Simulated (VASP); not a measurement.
# K2Au (P-3m1) in VASP: single point with LDA

Aim: the single point of K2Au with LDA.

Everything below comes from runs of VASP 6.6.1. Logs are shortened: lines on timing, memory, paths and dates and some standing lists are left out, and cuts for length are marked.

## 1. The cell of the first run

The structure is trigonal, space group P-3m1 (No. 164). The conventional cell has a = 4.733 Å, b = 4.733 Å, c = 8.058 Å, α = 90.00°, β = 90.00°, γ = 120.00°. K (site symmetry 3m) has 3 Au at 3.35 Å within 4.4 Å. Within 4.4 Å of Au (site symmetry -3m) lie 6 K at 3.35 Å.

## 2. Single point, LDA

File POSCAR:

```
K2Au
1.0
    4.7330001020      0.0000000000      0.0000000000
   -2.3665000510      4.0988983244      0.0000000000
    0.0000000000      0.0000000000      8.0583785097
K Au
2 1
Direct
    0.3333333333      0.6666666667      0.2406993061
    0.6666666667      0.3333333333      0.7593006939
    0.0000000000      0.0000000000      0.0000000000
```

File INCAR.step1:

```
PREC     = Accurate       # precision mode
ENCUT    = 520            # plane-wave cutoff, eV
EDIFF    = 1E-7           # SCF threshold, eV
ISMEAR   = 0              # smearing method
SIGMA    = 0.1            # smearing width, eV
LREAL    = False          # projectors in reciprocal space
LASPH    = True           # aspherical terms in the spheres
NELM     = 100            # most SCF steps
ALGO     = Fast           # electronic algorithm
ISIF     = 2              # what is computed and relaxed
LWAVE    = False          # write WAVECAR
LCHARG   = True           # write CHGCAR
LMAXMIX  = 4              # l up to which the mixer works
NBANDS   = 22             # bands
```

File KPOINTS.step1:

```
regular mesh
0
Gamma
  12 12 6
```

File INCAR.step2:

```
PREC     = Accurate       # precision mode
ENCUT    = 520            # plane-wave cutoff, eV
EDIFF    = 1E-7           # SCF threshold, eV
ISMEAR   = -5             # smearing method
SIGMA    = 0.1            # smearing width, eV
LREAL    = False          # projectors in reciprocal space
LASPH    = True           # aspherical terms in the spheres
NELM     = 100            # most SCF steps
ALGO     = Fast           # electronic algorithm
ISIF     = 2              # what is computed and relaxed
LWAVE    = False          # write WAVECAR
LCHARG   = False          # write CHGCAR
LMAXMIX  = 4              # l up to which the mixer works
LORBIT   = 10             # projections on sites
NBANDS   = 22             # bands
NEDOS    = 2001           # points of the DOS
ICHARG   = 11             # starting density
```

File KPOINTS.step2:

```
regular mesh
0
Gamma
  18 18 9
```

Potentials or basis: VASP PAW LDA potentials, release 64 (K_sv, Au).

Run with:

```bash
$ cat potpaw_LDA.64/K_sv/POTCAR potpaw_LDA.64/Au/POTCAR > POTCAR
$ cp INCAR.step1 INCAR
$ cp KPOINTS.step1 KPOINTS
$ mpirun -np 1 vasp_std > vasp.out
$ cp INCAR.step2 INCAR
$ cp KPOINTS.step2 KPOINTS
$ mpirun -np 1 vasp_std > vasp.out
```

OUTCAR:

```text
PREC = Accurate
   ENCUT = 520
   EDIFF = 1E-7
   ISMEAR = -5
   LREAL = False
   LASPH = True
   NELM = 100
   ISIF = 2
   LORBIT = 10
   ICHARG = 11

 ion  position               nearest neighbor table
   1  0.333  0.667  0.241-   3 3.35   3 3.35   3 3.35
   2  0.667  0.333  0.759-   3 3.35   3 3.35   3 3.35
   3  0.000  0.000  0.000-   1 3.35   2 3.35   1 3.35   2 3.35   2 3.35   1 3.35

  LATTYP: Found a hexagonal cell.
 ALAT       =     4.7330001020
 C/A-ratio  =     1.7025941973

  Lattice vectors:

 A1 = (   4.7330001020,   0.0000000000,   0.0000000000)
 A2 = (  -2.3665000510,   4.0988983244,   0.0000000000)
 A3 = (   0.0000000000,   0.0000000000,   8.0583785097)

Analysis of symmetry for initial positions (statically):
=====================================================================
 Subroutine PRICEL returns:
 Original cell was already a primitive cell.

 Routine SETGRP: Setting up the symmetry group for a
 hexagonal supercell.

 Subroutine GETGRP returns: Found 12 space group operations
 (whereof 12 operations were pure point group operations)
 out of a pool of 24 trial point group operations.

The static configuration has the point symmetry D_3d.

Analysis of symmetry for dynamics (positions and initial velocities):
=====================================================================
 Subroutine PRICEL returns:
 Original cell was already a primitive cell.

 Routine SETGRP: Setting up the symmetry group for a
 hexagonal supercell.

 Subroutine GETGRP returns: Found 12 space group operations
 (whereof 12 operations were pure point group operations)
 out of a pool of 24 trial point group operations.

The dynamic configuration has the point symmetry D_3d.

 Subroutine INISYM returns: Found 12 space group operations
 (whereof 12 operations are pure point group operations),
 and found     1 'primitive' translations

----------------------------------------------------------------------------------------

                                     Primitive cell

  volume of cell :     156.3332

  direct lattice vectors                    reciprocal lattice vectors
     4.733000102  0.000000000  0.000000000     0.211282480  0.121983997  0.000000000
    -2.366500051  4.098898324  0.000000000     0.000000000  0.243967994  0.000000000
     0.000000000  0.000000000  8.058378510     0.000000000  0.000000000  0.124094444

  length of vectors
     4.733000102  4.733000102  8.058378510     0.243967994  0.243967994  0.124094444

  position of ions in fractional coordinates (direct lattice)
     0.333333333  0.666666667  0.240699306
     0.666666667  0.333333333  0.759300694
     0.000000000  0.000000000  0.000000000

  ion indices of the primitive-cell ions
   primitive index   ion index
                 1           1
                 2           2
                 3           3

----------------------------------------------------------------------------------------

 KPOINTS: regular mesh

Automatic generation of k-mesh.
 Grid dimensions read from file:
 generate k-points for:   18   18    9

 Generating k-lattice:

  Cartesian coordinates                     Fractional coordinates (reciprocal lattice)
     0.011737916  0.006776889  0.000000000     0.055555556 -0.000000000  0.000000000
     0.000000000  0.013553777  0.000000000     0.000000000  0.055555556  0.000000000
     0.000000000  0.000000000  0.013788272     0.000000000  0.000000000  0.111111111

  Length of vectors
     0.013553777  0.013553777  0.013788272

  Shift w.r.t. Gamma in fractional coordinates (k-lattice)
     0.000000000  0.000000000  0.000000000

 TETIRR: Found   4263 inequivalent tetrahedra from    17496

 Subroutine IBZKPT returns following result:
 ===========================================

 Found    293 irreducible k-points:

 Following reciprocal coordinates:
            Coordinates               Weight
  0.000000  0.000000  0.000000      1.000000
  0.055556  0.000000  0.000000      6.000000
  0.111111  0.000000  0.000000      6.000000
  0.166667  0.000000  0.000000      6.000000
  0.222222  0.000000  0.000000      6.000000
  0.277778  0.000000  0.000000      6.000000
[... 16 lines left out ...]
  0.333333  0.111111  0.000000     12.000000
  0.388889  0.111111  0.000000     12.000000
 [... further k-points ...]
   k-points           NKPTS =    293   k-points in BZ     NKDIM =    293   number of bands    NBANDS=     22
   number of dos      NEDOS =   2001   number of ions     NIONS =      3
   total plane-waves  NPLWV =  77760
   dimension x,y,z NGX =    36 NGY =   36 NGZ =   60
   dimension x,y,z NGXF=    72 NGYF=   72 NGZF=  120
   ions per type =               2   1
   NGX,Y,Z   is equivalent  to a cutoff of  12.64, 12.64, 12.38 a.u.
   NGXF,Y,Z  is equivalent  to a cutoff of  25.29, 25.29, 24.76 a.u.
 SYSTEM =  unknown system
   PREC   = accura    normal or accurate (medium, high low for compatibility)
   ISTART =      0    job   : 0-new  1-cont  2-samecut
   ICHARG =     11    charge: 1-file 2-atom 10-const
   ISPIN  =      1    spin polarized calculation?
   LNONCOLLINEAR =      F non collinear calculations
   LSORBIT =      F    spin-orbit coupling
   LASPH  =      T    aspherical Exc in radial PAW
   ENCUT  =  520.0 eV  38.22 Ry    6.18 a.u.   8.80  8.80 14.98*2*pi/ulx,y,z
   NELM   =    100;   NELMIN=  2; NELMDL=  0     # of ELM steps
   EDIFF  = 0.1E-06   stopping-criterion for ELM
   LREAL  =      F    real-space projection
   EDIFFG = 0.1E-05   stopping-criterion for IOM
   NSW    =      0    number of steps for IOM
   IBRION =     -1    ionic relax: 0-MD 1-quasi-New 2-CG
   NFREE  =      0    steps in history (QN), initial steepest desc. (CG)
   ISIF   =      2    stress and relaxation
   ISYM   =      2    0-nonsym 1-usesym 2-fastsym
   POTIM  = 0.5000    time-step for ionic-motion
   TEBEG  =    0.0;   TEEND  =   0.0 temperature during run
   PSTRESS=    0.0 pullay stress
   NELECT =      29.0000    total number of electrons
   NUPDOWN=      -1.0000    fix difference up-down
   EMIN   =  10.00;   EMAX   =-10.00  energy-range for DOS
   EFERMI =   0.00;   METHOD = LEGACY
   ISMEAR =    -5;   SIGMA  =   0.10  broadening in eV -4-tet -1-fermi 0-gaus
   EFERMI_NEDOS =   21; number of points for ismear=-14 and -15
   IALGO  =     68    algorithm
   IMIX   =      4    mixing-type and parameters
     AMIX     =   0.40;   BMIX     =  1.00
     AMIX_MAG =   1.60;   BMIX_MAG =  1.00
  volume/ion in A,a.u.               =      52.11       351.66
  Fermi-wavevector in a.u.,A,eV,Ry     =   0.933664  1.764368 11.860574  0.871728
  Thomas-Fermi vector in A             =   2.060388
   LORBIT       =     10    0 simple, 1 ext, 2 COOP (PROOUT), +10 PAW based schemes
   GGA     = CA    functional components
   LHFCALC =     F    Hartree Fock is set to
   AEXX    =    0.0000 exact exchange contribution
   IVDW    =     0    specifies the selected vdW correction
   LEPSILON=     F    determine dielectric tensor
   LRPA    =     F    only Hartree local field effects (RPA)
 non-spin polarized calculation
 RMM-DIIS sequential band-by-band and
 Fermi weights with tetrahedron method with Bloechl corrections
  energy-cutoff  :      520.00
  volume of cell :      156.33
 maximum number of plane-waves:      4240

 number of electron      29.0000004 magnetization

 Free energy of the ion-electron system (eV)
  ---------------------------------------------------
  ext. energy  EPLUGINS =         0.00000000
  ---------------------------------------------------
  free energy    TOTEN  =        -6.74484809 eV

  energy without entropy =       -6.74484809  energy(sigma->0) =       -6.74484809

 E-fermi :   0.5052     XC(G=0):  -6.7781

 val. band max:        0.5381224928   @ k =   0.1667   0.1111   0.0000
 cond. band min:       0.4350370553   @ k =   0.0556   0.0556   0.0000
 fundamental gap:     -0.1030854375
 Fermi energy:         0.5051723659

 k-point     1 :       0.0000    0.0000    0.0000
  band No.  band energies     occupation
      1     -30.7700      2.00000
      2     -30.7670      2.00000
      3     -14.5409      2.00000
      4     -14.4809      2.00000
      5     -14.4809      2.00000
      6     -14.4761      2.00000
[... 14 lines left out ...]
     21       5.4821      0.00000
     22       6.0825      0.00000

 k-point     2 :       0.0556    0.0000    0.0000
  band No.  band energies     occupation
      1     -30.7699      2.00000
      2     -30.7669      2.00000
      3     -14.5401      2.00000
      4     -14.4826      2.00000
      5     -14.4813      2.00000
      6     -14.4761      2.00000
[... 14 lines left out ...]
     21       5.5024      0.00000
     22       5.7800      0.00000

 k-point     3 :       0.1111    0.0000    0.0000
  band No.  band energies     occupation
      1     -30.7696      2.00000
      2     -30.7668      2.00000
      3     -14.5380      2.00000
      4     -14.4869      2.00000
      5     -14.4823      2.00000
      6     -14.4774      2.00000
[... 14 lines left out ...]
     21       5.3734      0.00000
     22       5.5376      0.00000

 k-point     4 :       0.1667    0.0000    0.0000
  band No.  band energies     occupation
      1     -30.7691      2.00000
      2     -30.7665      2.00000
      3     -14.5346      2.00000
      4     -14.4935      2.00000
      5     -14.4855      2.00000
      6     -14.4839      2.00000
[... 14 lines left out ...]
     21       5.1939      0.00000
     22       5.3727      0.00000

 k-point     5 :       0.2222    0.0000    0.0000
  band No.  band energies     occupation
      1     -30.7685      2.00000
      2     -30.7662      2.00000
      3     -14.5306      2.00000
      4     -14.5018      2.00000
      5     -14.4948      2.00000
      6     -14.4859      2.00000
[... 417 lines left out ...]
 k-point    22 :       0.2778    0.1111    0.0000
  band No.  band energies     occupation
      1     -30.7671      2.00000
      2     -30.7657      2.00000
      3     -14.5261      2.00000
      4     -14.5161      2.00000
      5     -14.5100      2.00000
      6     -14.4927      2.00000
[... 14 lines left out ...]
     21       4.9304      0.00000
     22       5.5331      0.00000

 k-point    23 :       0.3333    0.1111    0.0000
  band No.  band energies     occupation
      1     -30.7666      2.00000
      2     -30.7655      2.00000
      3     -14.5314      2.00000
      4     -14.5193      2.00000
      5     -14.5091      2.00000
      6     -14.4950      2.00000
[... 14 lines left out ...]
     21       4.8362      0.00000
     22       5.5547      0.00000

 k-point    24 :       0.3889    0.1111    0.0000
  band No.  band energies     occupation
      1     -30.7663      2.00000
      2     -30.7655      2.00000
      3     -14.5357      2.00000
      4     -14.5219      2.00000
      5     -14.5061      2.00000
      6     -14.4965      2.00000
[... 14 lines left out ...]
     21       4.7680      0.00000
     22       5.5010      0.00000

 [... further k-points ...]

------------------------ aborting loop because EDIFF is reached ----------------------------------------

  FORCE on cell =-STRESS in cart. coord.  units (eV):
  Direction    XX          YY          ZZ          XY          YZ          ZX
  --------------------------------------------------------------------------------------
  -------------------------------------------------------------------------------------
  Total       -1.3483079     -1.3483079     -1.4597635      0.0000000      0.0000000      0.0000000
  in kB      -13.8181002    -13.8181002    -14.9603505      0.0000000      0.0000000      0.0000000
  external PRESSURE =     -14.1988503 kB  Pullay stress =       0.0000000 kB

 VOLUME and BASIS-vectors are now :
 -----------------------------------------------------------------------------
  energy-cutoff  :      520.00
  volume of cell :      156.33
      direct lattice vectors                 reciprocal lattice vectors
     4.733000102  0.000000000  0.000000000     0.211282480  0.121983997  0.000000000
    -2.366500051  4.098898324  0.000000000     0.000000000  0.243967994  0.000000000
     0.000000000  0.000000000  8.058378510     0.000000000  0.000000000  0.124094444

 POSITION                                       TOTAL-FORCE (eV/Angst)
 -----------------------------------------------------------------------------------
     -0.00000      2.73260      1.93965        -0.000000     -0.000000     -0.250079
      2.36650      1.36630      6.11873         0.000000      0.000000      0.250079
      0.00000      0.00000      0.00000         0.000000      0.000000      0.000000
 -----------------------------------------------------------------------------------
    total drift:                                0.000000     -0.000000      0.000000

  FREE ENERGIE OF THE ION-ELECTRON SYSTEM (eV)
  ---------------------------------------------------
  free  energy   TOTEN  =        -6.7448480936 eV

  energy  without entropy=       -6.7448480936  energy(sigma->0) =       -6.74484809

 total charge

# of ion       s       p       d       tot
------------------------------------------
    1        1.970   5.545   0.020   7.534
    2        1.970   5.545   0.020   7.534
    3        0.800   0.039   8.808   9.647
--------------------------------------------------
tot          4.739  11.129   8.848  24.716
```

Wall time 21 min (1 thread of Intel Xeon Platinum 8488C (Sapphire Rapids), shared host); peak memory 0.92 GiB.

Results:

- Valence electrons inside the program's atomic spheres: K 7.53; Au 9.65

Caveat: spin-orbit coupling is left out, which moves the levels of the heavy elements; tetrahedron occupations give inexact forces and stress in metals.
